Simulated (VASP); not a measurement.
Here is a VASP 6.6.1 calculation.

The input INCAR:

```
PREC = Accurate ; ENCUT = 520
EDIFF = 1E-7 ; ISMEAR = 0
SIGMA = 0.02 ; LREAL = F
LASPH = T ; NELM = 60
ALGO = Normal ; ISIF = 2
LWAVE = F ; LCHARG = F
GGA = PE ; NBANDS = 11
```

Contents of KPOINTS:

```
regular mesh
0
Gamma
  8 8 8
```

Contents of POSCAR:

```
BeTe
1.0
    0.0000000000      2.8314587876      2.8314587876
    2.8314587876      0.0000000000      2.8314587876
    2.8314587876      2.8314587876      0.0000000000
Be Te
1 1
Direct
    0.0000000000      0.0000000000      0.0000000000
    0.7500000000      0.7500000000      0.7500000000
```

Potentials or basis: VASP PAW PBE potentials, release 64 (Be, Te).

The run is started by

```sh
$ cat potpaw_PBE.64/Be/POTCAR potpaw_PBE.64/Te/POTCAR > POTCAR
$ mpirun -np 1 vasp_std > vasp.out
```

What does it give for the band gap on the k mesh?

2.01 eV, indirect (least direct gap 3.62 eV).

Estimate the pressure.

0.2 GPa.

Caveat: spin-orbit coupling is left out, which moves the levels of the heavy elements. A k mesh can miss the band edges.
